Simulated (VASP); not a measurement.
# Sn (P-1) in VASP: further runs

The runs below take Sn through single point, with LDA, PBEsol, r2SCAN, PBEsol-based screened hybrid.

All numbers are computed with VASP 6.6.1; they aren't measurements. Logs are shortened: lines on timing, memory, paths and dates and some standing lists are left out, and cuts for length are marked.

**1. The cell of the first run**

The typed cell holds 1 atom: a = 3.234 Å, b = 3.520 Å, c = 3.421 Å, α = 119.67°, β = 114.67°, γ = 94.75°.

**2. Single point, LDA**

The input, INCAR:

```
SYSTEM = Sn
PREC     = Accurate       ! precision mode
ENCUT    = 520            ! plane-wave cutoff, eV
EDIFF    = 1E-7           ! SCF threshold, eV
ISMEAR   = -1             ! smearing method
SIGMA    = 0.05           ! smearing width, eV
LREAL    = .FALSE.        ! projectors in reciprocal space
LASPH    = .TRUE.         ! aspherical terms in the spheres
NELM     = 80             ! most SCF steps
ALGO     = Normal         ! electronic algorithm
ISIF     = 2              ! what is computed and relaxed
LWAVE    = .FALSE.        ! write WAVECAR
LCHARG   = .TRUE.         ! write CHGCAR
GGA      = CA             ! functional
LELF     = .TRUE.         ! ELF
LVHAR    = .TRUE.       
NBANDS   = 13             ! bands
```

The input, KPOINTS:

```
regular mesh
0
G
  6 5 6
  0 0 0
```

The input, POSCAR:

```
Sn
1.0
   -1.6664398100      1.7077874900      2.1828021800
    1.7938717800     -1.8589232500      2.3916531200
    1.6937133800      1.8854440200     -2.2975624100
Sn
1
Direct
    0.0000000000      0.0000000000      0.0000000000
```

Potentials or basis: VASP PAW LDA potentials, release 64 (Sn_d).

Run with:

```bash
$ cat potpaw_LDA.64/Sn_d/POTCAR > POTCAR
$ mpirun -np 1 vasp_std > vasp.out
```

OUTCAR:

```text
SYSTEM = Sn
   PREC = Accurate
   ENCUT = 520
   EDIFF = 1E-7
   ISMEAR = -1
   LREAL = .FALSE.
   LASPH = .TRUE.
   NELM = 80
   ISIF = 2
   GGA = CA

 ion  position               nearest neighbor table
   1  0.000  0.000  0.000-

  LATTYP: Found a triclinic cell.
 ALAT       =     3.4208708239
 B/A-ratio  =     2.8122095242
 C/A-ratio  =     3.1129973406
 COS(alpha) =     0.0086797856
 COS(beta)  =     0.5773722393
 COS(gamma) =     0.8173704403

  Lattice vectors:

 A1 = (  -1.6937133800,  -1.8854440200,   2.2975624100)
 A2 = (  -3.2327212200,  -0.3287922900,   9.0548198900)
 A3 = (  -5.3632776500,  -8.9472920500,  -2.1414631400)

Analysis of symmetry for initial positions (statically):
=====================================================================
 Subroutine PRICEL returns:
 Original cell was already a primitive cell.

 Routine SETGRP: Setting up the symmetry group for a
 triclinic supercell.

 Subroutine GETGRP returns: Found  2 space group operations
 (whereof  2 operations were pure point group operations)
 out of a pool of  2 trial point group operations.

The static configuration has the point symmetry S_2 .

Analysis of symmetry for dynamics (positions and initial velocities):
=====================================================================
 Subroutine PRICEL returns:
 Original cell was already a primitive cell.

 Routine SETGRP: Setting up the symmetry group for a
 triclinic supercell.

 Subroutine GETGRP returns: Found  2 space group operations
 (whereof  2 operations were pure point group operations)
 out of a pool of  2 trial point group operations.

The dynamic configuration has the point symmetry S_2 .

 Subroutine INISYM returns: Found  2 space group operations
 (whereof  2 operations are pure point group operations),
 and found     1 'primitive' translations

----------------------------------------------------------------------------------------

                                     Primitive cell

  volume of cell :      28.6090

  direct lattice vectors                    reciprocal lattice vectors
    -1.666439810  1.707787490  2.182802180    -0.008330794  0.285654880  0.228275108
     1.793871780 -1.858923250  2.391653120     0.281005731  0.004603730  0.210929304
     1.693713380  1.885444020 -2.297562410     0.284598910  0.276179056  0.001196543

  length of vectors
     3.233911735  3.520451144  3.420870824     0.365756254  0.351392354  0.396576402

  position of ions in fractional coordinates (direct lattice)
     0.000000000  0.000000000  0.000000000

  ion indices of the primitive-cell ions
   primitive index   ion index
                 1           1

----------------------------------------------------------------------------------------

 KPOINTS: regular mesh

Automatic generation of k-mesh.
 Grid dimensions read from file:
 generate k-points for:    6    5    6

 Generating k-lattice:

  Cartesian coordinates                     Fractional coordinates (reciprocal lattice)
    -0.001388466  0.047609147  0.038045851     0.166666667 -0.000000000  0.000000000
     0.056201146  0.000920746  0.042185861     0.000000000  0.200000000 -0.000000000
     0.047433152  0.046029843  0.000199424     0.000000000 -0.000000000  0.166666667

  Length of vectors
     0.060959376  0.070278471  0.066096067

  Shift w.r.t. Gamma in fractional coordinates (k-lattice)
     0.000000000  0.000000000  0.000000000

 Subroutine IBZKPT returns following result:
 ===========================================

 Found     92 irreducible k-points:

 Following reciprocal coordinates:
            Coordinates               Weight
  0.000000  0.000000  0.000000      1.000000
  0.166667  0.000000 -0.000000      2.000000
  0.333333  0.000000 -0.000000      2.000000
  0.500000  0.000000  0.000000      1.000000
 -0.000000  0.200000 -0.000000      2.000000
  0.166667  0.200000 -0.000000      2.000000
[... 16 lines left out ...]
  0.000000  0.200000  0.166667      2.000000
  0.166667  0.200000  0.166667      2.000000
 [... further k-points ...]
   k-points           NKPTS =     92   k-points in BZ     NKDIM =     92   number of bands    NBANDS=     13
   number of dos      NEDOS =    301   number of ions     NIONS =      1
   total plane-waves  NPLWV =  18816
   dimension x,y,z NGX =    24 NGY =   28 NGZ =   28
   dimension x,y,z NGXF=    48 NGYF=   56 NGZF=   56
   ions per type =               1
   NGX,Y,Z   is equivalent  to a cutoff of  12.34, 13.22, 13.61 a.u.
   NGXF,Y,Z  is equivalent  to a cutoff of  24.68, 26.44, 27.21 a.u.
 SYSTEM =  Sn
   PREC   = accura    normal or accurate (medium, high low for compatibility)
   ISTART =      0    job   : 0-new  1-cont  2-samecut
   ICHARG =      2    charge: 1-file 2-atom 10-const
   ISPIN  =      1    spin polarized calculation?
   LNONCOLLINEAR =      F non collinear calculations
   LSORBIT =      F    spin-orbit coupling
   LASPH  =      T    aspherical Exc in radial PAW
   ENCUT  =  520.0 eV  38.22 Ry    6.18 a.u.   6.01  6.55  6.36*2*pi/ulx,y,z
   NELM   =     80;   NELMIN=  2; NELMDL= -5     # of ELM steps
   EDIFF  = 0.1E-06   stopping-criterion for ELM
   LREAL  =      F    real-space projection
   EDIFFG = 0.1E-05   stopping-criterion for IOM
   NSW    =      0    number of steps for IOM
   IBRION =     -1    ionic relax: 0-MD 1-quasi-New 2-CG
   NFREE  =      0    steps in history (QN), initial steepest desc. (CG)
   ISIF   =      2    stress and relaxation
   ISYM   =      2    0-nonsym 1-usesym 2-fastsym
   POTIM  = 0.5000    time-step for ionic-motion
   TEBEG  =    0.0;   TEEND  =   0.0 temperature during run
   PSTRESS=    0.0 pullay stress
   NELECT =      14.0000    total number of electrons
   NUPDOWN=      -1.0000    fix difference up-down
   EMIN   =  10.00;   EMAX   =-10.00  energy-range for DOS
   EFERMI =   0.00;   METHOD = LEGACY
   ISMEAR =    -1;   SIGMA  =   0.05  broadening in eV -4-tet -1-fermi 0-gaus
   EFERMI_NEDOS =   21; number of points for ismear=-14 and -15
   IALGO  =     38    algorithm
   IMIX   =      4    mixing-type and parameters
     AMIX     =   0.40;   BMIX     =  1.00
     AMIX_MAG =   1.60;   BMIX_MAG =  1.00
  volume/ion in A,a.u.               =      28.61       193.06
  Fermi-wavevector in a.u.,A,eV,Ry     =   1.290080  2.437897 22.644248  1.664305
  Thomas-Fermi vector in A             =   2.421933
   LORBIT       =      0    0 simple, 1 ext, 2 COOP (PROOUT), +10 PAW based schemes
   GGA     = CA    functional components
   LHFCALC =     F    Hartree Fock is set to
   AEXX    =    0.0000 exact exchange contribution
   IVDW    =     0    specifies the selected vdW correction
   LEPSILON=     F    determine dielectric tensor
   LRPA    =     F    only Hartree local field effects (RPA)
 non-spin polarized calculation
  energy-cutoff  :      520.00
  volume of cell :       28.61
 maximum number of plane-waves:       781
   NGX = 11   NGY = 13   NGZ = 13

 number of electron      14.0000001 magnetization

 Free energy of the ion-electron system (eV)
  ---------------------------------------------------
  ext. energy  EPLUGINS =         0.00000000
  ---------------------------------------------------
  free energy    TOTEN  =        -4.41466793 eV

  energy without entropy =       -4.40969019  energy(sigma->0) =       -4.41217906

 E-fermi :   7.1449     XC(G=0): -10.3605

 val. band max:        7.1380725612   @ k =   0.3333  -0.2000   0.3333
 cond. band min:       7.1624693292   @ k =   0.5000  -0.4000   0.3333
 fundamental gap:      0.0243967680
 Fermi energy:         7.1448711728

 k-point     1 :       0.0000    0.0000    0.0000
  band No.  band energies     occupation
      1     -14.2423      2.00000
      2     -14.2100      2.00000
      3     -14.1564      2.00000
      4     -14.1402      2.00000
      5     -14.0986      2.00000
      6      -3.5533      2.00000
      7      13.3564      0.00000
      8      14.2952      0.00000
      9      15.4092      0.00000
     10      17.6653      0.00000
     11      18.3818      0.00000
     12      18.5087      0.00000
     13      20.1149      0.00000

 k-point     2 :       0.1667    0.0000   -0.0000
  band No.  band energies     occupation
      1     -14.2060      2.00000
      2     -14.1869      2.00000
      3     -14.1623      2.00000
      4     -14.1425      2.00000
      5     -14.1064      2.00000
      6      -2.9757      2.00000
      7      11.2162      0.00000
      8      13.1009      0.00000
      9      13.6774      0.00000
     10      16.8815      0.00000
     11      18.5705      0.00000
     12      19.2115      0.00000
     13      19.7733      0.00000

 k-point     3 :       0.3333    0.0000   -0.0000
  band No.  band energies     occupation
      1     -14.1979      2.00000
      2     -14.1868      2.00000
      3     -14.1554      2.00000
      4     -14.0977      2.00000
      5     -14.0798      2.00000
      6      -1.2545      2.00000
      7       6.2199      2.00000
      8      12.2433      0.00000
      9      13.0156      0.00000
     10      16.3481      0.00000
     11      17.5797      0.00000
     12      17.8013      0.00000
     13      19.7213      0.00000
[... 305 lines left out ...]
 k-point    23 :       0.0000    0.2000    0.1667
  band No.  band energies     occupation
      1     -14.2648      2.00000
      2     -14.1714      2.00000
      3     -14.1194      2.00000
      4     -14.1078      2.00000
      5     -14.0670      2.00000
      6      -1.3073      2.00000
      7       6.4766      2.00000
      8      10.4829      0.00000
      9      12.5200      0.00000
     10      15.9526      0.00000
     11      17.0487      0.00000
     12      20.0907      0.00000
     13      20.7279      0.00000

 k-point    24 :       0.1667    0.2000    0.1667
  band No.  band energies     occupation
      1     -14.2250      2.00000
      2     -14.1768      2.00000
      3     -14.1219      2.00000
      4     -14.0870      2.00000
      5     -14.0756      2.00000
      6       0.2864      2.00000
      7       5.6084      2.00000
      8       7.9241      0.00000
      9       9.2123      0.00000
     10      17.1907      0.00000
     11      19.2375      0.00000
     12      21.4219      0.00000
     13      22.8292      0.00000

 [... further k-points ...]
[... 5 lines left out ...]
  --------------------------------------------------------------------------------------
  -------------------------------------------------------------------------------------
  Total       -1.1800449     -0.6857325     -0.7852089      0.0417882     -0.2028615      0.0777057
  in kB      -66.0854812    -38.4027434    -43.9736754      2.3402419    -11.3607546      4.3517170
  external PRESSURE =     -49.4873000 kB  Pullay stress =       0.0000000 kB

 VOLUME and BASIS-vectors are now :
 -----------------------------------------------------------------------------
  energy-cutoff  :      520.00
  volume of cell :       28.61
      direct lattice vectors                 reciprocal lattice vectors
    -1.666439810  1.707787490  2.182802180    -0.008330794  0.285654880  0.228275108
     1.793871780 -1.858923250  2.391653120     0.281005731  0.004603730  0.210929304
     1.693713380  1.885444020 -2.297562410     0.284598910  0.276179056  0.001196543

 POSITION                                       TOTAL-FORCE (eV/Angst)
 -----------------------------------------------------------------------------------
      0.00000      0.00000      0.00000        -0.000000     -0.000000      0.000000
 -----------------------------------------------------------------------------------
    total drift:                               -0.000000      0.000000      0.000000

  FREE ENERGIE OF THE ION-ELECTRON SYSTEM (eV)
  ---------------------------------------------------
  free  energy   TOTEN  =        -4.4146679343 eV

  energy  without entropy=       -4.4096901864  energy(sigma->0) =       -4.41217906
```

Wall time 37 s (1 thread of AMD EPYC 7R13, shared host); peak memory 0.13 GiB.

Results:

```yaml
Free_energy: -4.4147 eV
Pressure: -4.9 GPa
Band_gap_on_the_k_mesh: zero (band 7 reaches 13.36 eV, above the bottom of band 8 at 5.37 eV)
```

Levels at points of the mesh, in eV from the Fermi level:
| k point | band 4 | band 5 | band 6 | band 7 | band 8 | band 9 | band 10 | band 11 |
| --- | --- | --- | --- | --- | --- | --- | --- | --- |
| (0.00, 0.00, 0.00) | -21.29 | -21.24 | -10.70 | 6.21 | 7.15 | 8.26 | 10.52 | 11.24 |
| (0.50, 0.00, 0.00) | -21.22 | -21.18 | -6.31 | -4.17 | 4.62 | 5.77 | 9.12 | 10.10 |
| (0.00, 0.00, 0.50) | -21.20 | -21.18 | -5.49 | -3.59 | 1.57 | 3.73 | 5.23 | 7.31 |
| (0.50, 0.00, 0.50) | -21.22 | -21.18 | -6.12 | -4.11 | 4.24 | 5.51 | 8.64 | 9.61 |

Caveat: the k points lie up to 0.44 Å⁻¹ apart; spin-orbit coupling is left out, which moves the levels of the heavy elements.

**3. Single point, PBEsol**

The input, INCAR:

```
PREC = Accurate
ENCUT = 520
EDIFF = 1E-7
ISMEAR = -1
SIGMA = 0.05
LREAL = F
LASPH = T
NELM = 80
ALGO = Fast
ISIF = 2
LWAVE = F
LCHARG = F
GGA = PS
NBANDS = 13
```

The input, KPOINTS:

```
Automatic mesh
0
Gamma
  6 5 6
```

POSCAR is that of step 2.

Potentials or basis: VASP PAW PBE potentials, release 64 (Sn_d).

Run with:

```bash
$ cat potpaw_PBE.64/Sn_d/POTCAR > POTCAR
$ mpirun -np 1 vasp_std > vasp.out
```

It took 62 s on 1 thread of AMD EPYC 7R13, shared host; peak memory 0.13 GiB.

It converged, with:

| Quantity | Value |
| --- | --- |
| Free energy | -4.2254 eV |
| Pressure | -3.8 GPa |
| Band gap on the k mesh | zero (band 7 reaches 13.56 eV, above the bottom of band 8 at 5.47 eV) |

Stress tensor (GPa, compression positive):
```
-5.56  0.13  0.28
 0.13 -2.70 -1.05
 0.28 -1.05 -3.15
```

Levels at points of the mesh, in eV from the Fermi level:
| k point | band 3 | band 4 | band 5 | band 6 | band 7 | band 8 | band 9 | band 10 | band 11 | band 12 |
| --- | --- | --- | --- | --- | --- | --- | --- | --- | --- | --- |
| (0.00, 0.00, 0.00) | -21.30 | -21.28 | -21.24 | -10.70 | 6.29 | 7.24 | 8.37 | 10.45 | 11.15 | 11.29 |
| (0.50, 0.00, 0.00) | -21.30 | -21.22 | -21.18 | -6.26 | -4.21 | 4.69 | 5.85 | 9.06 | 10.01 | 10.03 |
| (0.00, 0.00, 0.50) | -21.21 | -21.20 | -21.18 | -5.43 | -3.62 | 1.59 | 3.77 | 5.12 | 7.22 | 19.04 |
| (0.50, 0.00, 0.50) | -21.30 | -21.22 | -21.18 | -6.08 | -4.14 | 4.31 | 5.57 | 8.56 | 9.53 | 10.04 |

Caveat: the k points lie up to 0.44 Å⁻¹ apart; the PAW data sets were made with another functional, which shifts forces and pressure a little; spin-orbit coupling is left out, which moves the levels of the heavy elements.

[end of part 1 of 2]
